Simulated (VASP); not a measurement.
# PtSe2 (P-3m1) in VASP: notebook

PtSe2 is run at these levels: PBEsol; tasks: single point.

All numbers are computed with VASP 6.6.1; they aren't measurements. Logs are shortened: lines on timing, memory, paths and dates and some standing lists are left out, and cuts for length are marked.

### 1 The cell of the first run

Symmetry: P-3m1, No. 164, trigonal system. Conventional cell: a = 3.729 Å, b = 3.729 Å, c = 5.277 Å, α = 90.00°, β = 90.00°, γ = 120.00°. Pt (site symmetry -3m) has 6 Se at 2.51 Å within 3.3 Å. Se (site symmetry 3m) has 3 Pt at 2.51 Å within 3.3 Å.

### 2 Single point, PBEsol

Contents of INCAR:

```
  ALGO = Normal
  EDIFF = 1E-6
  ENCUT = 500
  GGA = PS
  GGA_COMPAT = False
  ISIF = 2
  ISMEAR = -1
  LASPH = True
  LCHARG = False
  LREAL = False
  LWAVE = False
  NBANDS = 18
  NELM = 120
  PREC = Accurate
  SIGMA = 0.02
```

Contents of KPOINTS:

```
k-points
0
Gamma
  4 4 4
```

Contents of POSCAR:

```
PtSe2
1.0
    3.7286503637      0.0000000000      0.0000000000
   -1.8643251819      3.2291059368      0.0000000000
    0.0000000000      0.0000000000      5.2771566385
Pt Se
1 2
Direct
    0.0000000000      0.0000000000      0.0000000000
    0.3333333333      0.6666666667      0.2462188963
    0.6666666667      0.3333333333      0.7537811037
```

Potentials or basis: VASP PAW PBE potentials, release 64 (Pt, Se).

Started as:

```
> cat potpaw_PBE.64/Pt/POTCAR potpaw_PBE.64/Se/POTCAR > POTCAR
> mpirun -np 1 vasp_std > vasp.out
```

OUTCAR:

```text
EDIFF = 1E-6
   ENCUT = 500
   GGA = PS
   ISIF = 2
   ISMEAR = -1
   LASPH = True
   LREAL = False
   NELM = 120
   PREC = Accurate

 ion  position               nearest neighbor table
   1  0.000  0.000  0.000-   2 2.51   3 2.51   3 2.51   2 2.51   3 2.51   2 2.51
   2  0.333  0.667  0.246-   1 2.51   1 2.51   1 2.51
   3  0.667  0.333  0.754-   1 2.51   1 2.51   1 2.51

  LATTYP: Found a hexagonal cell.
 ALAT       =     3.7286503637
 C/A-ratio  =     1.4152994043

  Lattice vectors:

 A1 = (   3.7286503637,   0.0000000000,   0.0000000000)
 A2 = (  -1.8643251819,   3.2291059368,   0.0000000000)
 A3 = (   0.0000000000,   0.0000000000,   5.2771566385)

Analysis of symmetry for initial positions (statically):
=====================================================================
 Subroutine PRICEL returns:
 Original cell was already a primitive cell.

 Routine SETGRP: Setting up the symmetry group for a
 hexagonal supercell.

 Subroutine GETGRP returns: Found 12 space group operations
 (whereof 12 operations were pure point group operations)
 out of a pool of 24 trial point group operations.

The static configuration has the point symmetry D_3d.

Analysis of symmetry for dynamics (positions and initial velocities):
=====================================================================
 Subroutine PRICEL returns:
 Original cell was already a primitive cell.

 Routine SETGRP: Setting up the symmetry group for a
 hexagonal supercell.

 Subroutine GETGRP returns: Found 12 space group operations
 (whereof 12 operations were pure point group operations)
 out of a pool of 24 trial point group operations.

The dynamic configuration has the point symmetry D_3d.

 Subroutine INISYM returns: Found 12 space group operations
 (whereof 12 operations are pure point group operations),
 and found     1 'primitive' translations

----------------------------------------------------------------------------------------

                                     Primitive cell

  volume of cell :      63.5381

  direct lattice vectors                    reciprocal lattice vectors
     3.728650364  0.000000000  0.000000000     0.268193556  0.154841622  0.000000000
    -1.864325182  3.229105937  0.000000000     0.000000000  0.309683243  0.000000000
     0.000000000  0.000000000  5.277156639     0.000000000  0.000000000  0.189495986

  length of vectors
[... 71 lines left out ...]
   NELM   =    120;   NELMIN=  2; NELMDL= -5     # of ELM steps
   EDIFF  = 0.1E-05   stopping-criterion for ELM
   LREAL  =      F    real-space projection
   EDIFFG = 0.1E-04   stopping-criterion for IOM
   NSW    =      0    number of steps for IOM
   IBRION =     -1    ionic relax: 0-MD 1-quasi-New 2-CG
   NFREE  =      0    steps in history (QN), initial steepest desc. (CG)
   ISIF   =      2    stress and relaxation
   ISYM   =      2    0-nonsym 1-usesym 2-fastsym
   POTIM  = 0.5000    time-step for ionic-motion
   TEBEG  =    0.0;   TEEND  =   0.0 temperature during run
   PSTRESS=    0.0 pullay stress
   NELECT =      22.0000    total number of electrons
   NUPDOWN=      -1.0000    fix difference up-down
   EMIN   =  10.00;   EMAX   =-10.00  energy-range for DOS
   EFERMI =   0.00;   METHOD = LEGACY
   ISMEAR =    -1;   SIGMA  =   0.02  broadening in eV -4-tet -1-fermi 0-gaus
   EFERMI_NEDOS =   21; number of points for ismear=-14 and -15
   IALGO  =     38    algorithm
   IMIX   =      4    mixing-type and parameters
     AMIX     =   0.40;   BMIX     =  1.00
     AMIX_MAG =   1.60;   BMIX_MAG =  1.00
  volume/ion in A,a.u.               =      21.18       142.93
  Fermi-wavevector in a.u.,A,eV,Ry     =   1.149576  2.172384 17.980444  1.321525
  Thomas-Fermi vector in A             =   2.286245
   LORBIT       =      0    0 simple, 1 ext, 2 COOP (PROOUT), +10 PAW based schemes
   GGA     = PS    functional components
   LHFCALC =     F    Hartree Fock is set to
   AEXX    =    0.0000 exact exchange contribution
   IVDW    =     0    specifies the selected vdW correction
   LEPSILON=     F    determine dielectric tensor
   LRPA    =     F    only Hartree local field effects (RPA)
 non-spin polarized calculation
  energy-cutoff  :      500.00
  volume of cell :       63.54
 maximum number of plane-waves:      1651
 NGX is ok and might be reduce to    28
   NGX = 13   NGY = 13   NGZ = 19

 number of electron      21.9999999 magnetization

 Free energy of the ion-electron system (eV)
  ---------------------------------------------------
  ext. energy  EPLUGINS =         0.00000000
  ---------------------------------------------------
  free energy    TOTEN  =       -15.90094306 eV

  energy without entropy =      -15.89924348  energy(sigma->0) =      -15.90009327

 E-fermi :   5.7820     XC(G=0): -10.5639

 val. band max:        5.5862414625   @ k =   0.0000   0.2500   0.2500
 cond. band min:       5.8142499044   @ k =   0.0000   0.2500   0.2500
 fundamental gap:      0.2280084419
 Fermi energy:         5.7820322539

 k-point     1 :       0.0000    0.0000    0.0000
  band No.  band energies     occupation
      1      -9.5787      2.00000
      2      -7.0846      2.00000
      3      -1.1345      2.00000
      4      -0.3945      2.00000
      5      -0.3945      2.00000
      6       1.9452      2.00000
[... 250 lines left out ...]
      5       0.4729      2.00000
      6       0.9377      2.00000
[... 10 lines left out ...]
     17      13.7070      0.00000
     18      15.2332      0.00000

------------------------ aborting loop because EDIFF is reached ----------------------------------------

  FORCE on cell =-STRESS in cart. coord.  units (eV):
  Direction    XX          YY          ZZ          XY          YZ          ZX
  --------------------------------------------------------------------------------------
  -------------------------------------------------------------------------------------
  Total       -0.2587203     -0.2587203     -0.8840699      0.0000000     -0.0000000      0.0000000
  in kB       -6.5238967     -6.5238967    -22.2927301      0.0000000     -0.0000000      0.0000000
  external PRESSURE =     -11.7801745 kB  Pullay stress =       0.0000000 kB

 VOLUME and BASIS-vectors are now :
 -----------------------------------------------------------------------------
  energy-cutoff  :      500.00
  volume of cell :       63.54
      direct lattice vectors                 reciprocal lattice vectors
     3.728650364  0.000000000  0.000000000     0.268193556  0.154841622  0.000000000
    -1.864325182  3.229105937  0.000000000     0.000000000  0.309683243  0.000000000
     0.000000000  0.000000000  5.277156639     0.000000000  0.000000000  0.189495986

 POSITION                                       TOTAL-FORCE (eV/Angst)
 -----------------------------------------------------------------------------------
      0.00000      0.00000      0.00000         0.000000      0.000000      0.000000
     -0.00000      2.15274      1.29934         0.000000     -0.000000     -0.033985
      1.86433      1.07637      3.97782        -0.000000      0.000000      0.033985
 -----------------------------------------------------------------------------------
    total drift:                               -0.000000      0.000000      0.000000

  FREE ENERGIE OF THE ION-ELECTRON SYSTEM (eV)
  ---------------------------------------------------
  free  energy   TOTEN  =       -15.9009430637 eV

  energy  without entropy=      -15.8992434810  energy(sigma->0) =      -15.90009327
```

stdout:

```text
POSCAR found type information on POSCAR PtSe
 POSCAR found :  2 types and       3 ions
 scaLAPACK will be used
 -----------------------------------------------------------------------------
|                                                                             |
|                                                                             |
|     You enforced a specific xc type in the INCAR file but a different       |
|     I HOPE YOU KNOW WHAT YOU ARE DOING!                                     |
|                                                                             |
 -----------------------------------------------------------------------------

 LDA part: xc-table for (Slater+PW92), standard interpolation
 POSCAR, INCAR and KPOINTS ok, starting setup
 FFT: planning ... GRIDC
 FFT: planning ... GRID_SOFT
 FFT: planning ... GRID
 WAVECAR not read
 entering main loop
```

Run time: 9.5 s. Hardware: 1 thread of Intel Xeon Platinum 8488C (Sapphire Rapids), shared host; peak memory 0.18 GiB.

What came out:

- Free energy: -15.9009 eV
- Pressure: -1.2 GPa
- Largest force: 0.034 eV/Å
- Band gap on the k mesh: zero (band 11 reaches 6.06 eV, above the bottom of band 12 at 5.81 eV)

Forces on the atoms (eV/Å):
```
Pt   0.000  0.000  0.000
Se   0.000  0.000 -0.034
Se   0.000  0.000  0.034
```

Stress tensor (GPa, compression positive):
```
-0.65  0.00  0.00
 0.00 -0.65  0.00
 0.00  0.00 -2.23
```

Caveat: the k points lie up to 0.49 Å⁻¹ apart; the PAW data sets were made with another functional, which shifts forces and pressure a little; spin-orbit coupling is left out, which moves the levels of the heavy elements.

### 3 Single point, PBEsol

Contents of INCAR:

```
SYSTEM = PtSe2
PREC = Accurate ; ENCUT = 500
EDIFF = 1E-6 ; ISMEAR = -1
SIGMA = 0.02 ; LREAL = .FALSE.
LASPH = .TRUE. ; NELM = 120
ALGO = Normal ; ISIF = 2
LWAVE = .FALSE. ; LCHARG = .FALSE.
GGA = PS ; NBANDS = 18
GGA_COMPAT = .FALSE.
```

Contents of KPOINTS:

```
Automatic mesh
0
G
  6 6 4
  0 0 0
```

POSCAR is that of step 2.

Potentials or basis: VASP PAW PBE potentials, release 64 (Pt, Se).

Started as:

```
> cat potpaw_PBE.64/Pt/POTCAR potpaw_PBE.64/Se/POTCAR > POTCAR
> mpirun -np 1 vasp_std > vasp.out
```

OUTCAR:

```text
SYSTEM = PtSe2
   PREC = Accurate
   ENCUT = 500
   EDIFF = 1E-6
   ISMEAR = -1
   LREAL = .FALSE.
   LASPH = .TRUE.
   NELM = 120
   ISIF = 2
   GGA = PS

 ion  position               nearest neighbor table
   1  0.000  0.000  0.000-   2 2.51   3 2.51   3 2.51   2 2.51   3 2.51   2 2.51
   2  0.333  0.667  0.246-   1 2.51   1 2.51   1 2.51
   3  0.667  0.333  0.754-   1 2.51   1 2.51   1 2.51

  LATTYP: Found a hexagonal cell.
 ALAT       =     3.7286503637
 C/A-ratio  =     1.4152994043

  Lattice vectors:

 A1 = (   3.7286503637,   0.0000000000,   0.0000000000)
 A2 = (  -1.8643251819,   3.2291059368,   0.0000000000)
 A3 = (   0.0000000000,   0.0000000000,   5.2771566385)

Analysis of symmetry for initial positions (statically):
=====================================================================
 Subroutine PRICEL returns:
 Original cell was already a primitive cell.

 Routine SETGRP: Setting up the symmetry group for a
 hexagonal supercell.

 Subroutine GETGRP returns: Found 12 space group operations
 (whereof 12 operations were pure point group operations)
 out of a pool of 24 trial point group operations.

The static configuration has the point symmetry D_3d.

Analysis of symmetry for dynamics (positions and initial velocities):
=====================================================================
 Subroutine PRICEL returns:
 Original cell was already a primitive cell.

 Routine SETGRP: Setting up the symmetry group for a
 hexagonal supercell.

 Subroutine GETGRP returns: Found 12 space group operations
 (whereof 12 operations were pure point group operations)
 out of a pool of 24 trial point group operations.

The dynamic configuration has the point symmetry D_3d.

 Subroutine INISYM returns: Found 12 space group operations
[... 112 lines left out ...]
   EFERMI =   0.00;   METHOD = LEGACY
   ISMEAR =    -1;   SIGMA  =   0.02  broadening in eV -4-tet -1-fermi 0-gaus
   EFERMI_NEDOS =   21; number of points for ismear=-14 and -15
   IALGO  =     38    algorithm
   IMIX   =      4    mixing-type and parameters
     AMIX     =   0.40;   BMIX     =  1.00
     AMIX_MAG =   1.60;   BMIX_MAG =  1.00
  volume/ion in A,a.u.               =      21.18       142.93
  Fermi-wavevector in a.u.,A,eV,Ry     =   1.149576  2.172384 17.980444  1.321525
  Thomas-Fermi vector in A             =   2.286245
   LORBIT       =      0    0 simple, 1 ext, 2 COOP (PROOUT), +10 PAW based schemes
   GGA     = PS    functional components
   LHFCALC =     F    Hartree Fock is set to
   AEXX    =    0.0000 exact exchange contribution
   IVDW    =     0    specifies the selected vdW correction
   LEPSILON=     F    determine dielectric tensor
   LRPA    =     F    only Hartree local field effects (RPA)
 non-spin polarized calculation
  energy-cutoff  :      500.00
  volume of cell :       63.54
 maximum number of plane-waves:      1651
 NGX is ok and might be reduce to    28
   NGX = 13   NGY = 13   NGZ = 19

 number of electron      21.9999999 magnetization

 Free energy of the ion-electron system (eV)
  ---------------------------------------------------
  ext. energy  EPLUGINS =         0.00000000
  ---------------------------------------------------
  free energy    TOTEN  =       -15.87757350 eV

  energy without entropy =      -15.87683176  energy(sigma->0) =      -15.87720263

 E-fermi :   5.8374     XC(G=0): -10.5615

 val. band max:        5.7217509685   @ k =   0.0000   0.1667   0.2500
 cond. band min:       5.8604990333   @ k =   0.3333   0.3333   0.0000
 fundamental gap:      0.1387480648
 Fermi energy:         5.8373534251

 k-point     1 :       0.0000    0.0000    0.0000
  band No.  band energies     occupation
      1      -9.5750      2.00000
      2      -7.0811      2.00000
      3      -1.1266      2.00000
      4      -0.3895      2.00000
      5      -0.3895      2.00000
      6       1.9561      2.00000
[... 481 lines left out ...]
      5      -0.3511      2.00000
      6       1.4007      2.00000
[... 10 lines left out ...]
     17      13.3003      0.00000
     18      15.7355      0.00000

------------------------ aborting loop because EDIFF is reached ----------------------------------------

  FORCE on cell =-STRESS in cart. coord.  units (eV):
  Direction    XX          YY          ZZ          XY          YZ          ZX
  --------------------------------------------------------------------------------------
  -------------------------------------------------------------------------------------
  Total       -0.2086625     -0.2086625     -0.7398679      0.0000000     -0.0000000      0.0000000
  in kB       -5.2616378     -5.2616378    -18.6565274      0.0000000     -0.0000000      0.0000000
  external PRESSURE =      -9.7266010 kB  Pullay stress =       0.0000000 kB

 VOLUME and BASIS-vectors are now :
 -----------------------------------------------------------------------------
  energy-cutoff  :      500.00
  volume of cell :       63.54
      direct lattice vectors                 reciprocal lattice vectors
     3.728650364  0.000000000  0.000000000     0.268193556  0.154841622  0.000000000
    -1.864325182  3.229105937  0.000000000     0.000000000  0.309683243  0.000000000
     0.000000000  0.000000000  5.277156639     0.000000000  0.000000000  0.189495986

 POSITION                                       TOTAL-FORCE (eV/Angst)
 -----------------------------------------------------------------------------------
      0.00000      0.00000      0.00000        -0.000000      0.000000      0.000000
     -0.00000      2.15274      1.29934         0.000000      0.000000     -0.098526
      1.86433      1.07637      3.97782        -0.000000     -0.000000      0.098526
 -----------------------------------------------------------------------------------
    total drift:                               -0.000000      0.000000      0.000000

  FREE ENERGIE OF THE ION-ELECTRON SYSTEM (eV)
  ---------------------------------------------------
  free  energy   TOTEN  =       -15.8775735025 eV

  energy  without entropy=      -15.8768317612  energy(sigma->0) =      -15.87720263
```

stdout:

```text
POSCAR found type information on POSCAR PtSe
 POSCAR found :  2 types and       3 ions
 scaLAPACK will be used
 -----------------------------------------------------------------------------
|                                                                             |
|                                                                             |
|     You enforced a specific xc type in the INCAR file but a different       |
|     I HOPE YOU KNOW WHAT YOU ARE DOING!                                     |
|                                                                             |
 -----------------------------------------------------------------------------

 LDA part: xc-table for (Slater+PW92), standard interpolation
 POSCAR, INCAR and KPOINTS ok, starting setup
 FFT: planning ... GRIDC
 FFT: planning ... GRID_SOFT
 FFT: planning ... GRID
 WAVECAR not read
 entering main loop
```

Wall time 14 s (1 thread of Intel Xeon Platinum 8488C (Sapphire Rapids), shared host); peak memory 0.19 GiB.

What came out:

| Item | Value |
| --- | --- |
| Free energy | -15.8776 eV |
| Pressure | -1.0 GPa |
| Largest force | 0.099 eV/Å |
| Band gap on the k mesh | zero (band 11 reaches 6.06 eV, above the bottom of band 12 at 5.86 eV) |

Forces on the atoms (eV/Å):
```
Pt   0.000  0.000  0.000
Se   0.000  0.000 -0.099
Se   0.000  0.000  0.099
```

Caveat: the PAW data sets were made with another functional, which shifts forces and pressure a little; spin-orbit coupling is left out, which moves the levels of the heavy elements.
